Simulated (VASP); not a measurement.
## HfO2: single point with PBE+D3(BJ)

The system is HfO2.

```
Hf O
1.0
     3.58737    0.00000    0.00000
     0.00000    3.58737    0.00000
     0.00000    0.00000    5.21220
Hf O
2 4
Direct
  0.50000 0.50000 0.50000
  0.00000 0.00000 0.00000
  0.00000 0.50000 0.69744
  0.50000 0.00000 0.80256
  0.50000 0.00000 0.30256
  0.00000 0.50000 0.19744
```

| Item | Value |
| --- | --- |
| Program | VASP 6.6.1 |
| Task | single point |
| Functional | PBE |
| Dispersion | D3(BJ) |
| Potentials or basis | VASP PAW PBE potentials, release 64 (Hf_pv, O) |
| Cutoff | 520 eV |
| k mesh | 6 × 6 × 6 |
| Occupations | gaussian, width 0.02 eV |
| Spin | no spin polarisation |
| Dipole correction | no |
| Further INCAR settings | ALGO = Normal; EDIFF = 1e-06; NBANDS = 31 |

* Pressure: -3.3 GPa
* Largest force: 0.044 eV/Å
* Band gap on the k mesh: 4.65 eV (least direct gap 4.73 eV)
* Dispersion energy per atom: -0.233 eV

Forces in eV/Å, atoms in the order of the input:
```
Hf   0.000  0.000  0.000
Hf   0.000  0.000  0.000
O    0.000  0.000 -0.044
O    0.000  0.000  0.044
O    0.000  0.000  0.044
O    0.000  0.000 -0.044
```

Stress tensor (GPa, compression positive):
```
-3.35  0.00  0.00
 0.00 -3.35  0.00
 0.00  0.00 -3.20
```

Levels at points of the mesh, in eV from the valence-band top:
```tsv
k point	band 20	band 21	band 22	band 23	band 24	band 25
(0.00, 0.00, 0.00)	-0.13	-0.08	-0.08	4.65	4.67	5.84
(0.50, 0.00, 0.00)	-1.42	-0.14	-0.14	5.05	5.05	6.03
(0.50, 0.50, 0.00)	-0.77	-0.54	-0.54	5.66	5.66	6.01
(0.00, 0.00, 0.50)	-0.65	0.00	0.00	5.29	5.29	5.58
(0.50, 0.00, 0.50)	-1.38	-0.95	-0.95	5.18	5.18	5.53
(0.50, 0.50, 0.50)	-1.39	-0.06	-0.06	5.85	5.85	6.19
```

Wall time 40 s on 1 thread of Intel(R) Xeon(R) 6975P-C (Granite Rapids), with other jobs on the host, peak memory 0.23 GiB.

Caveat: the cell stands under tension; spin-orbit coupling is left out, which moves the levels of the heavy elements. A k mesh can miss the band edges.
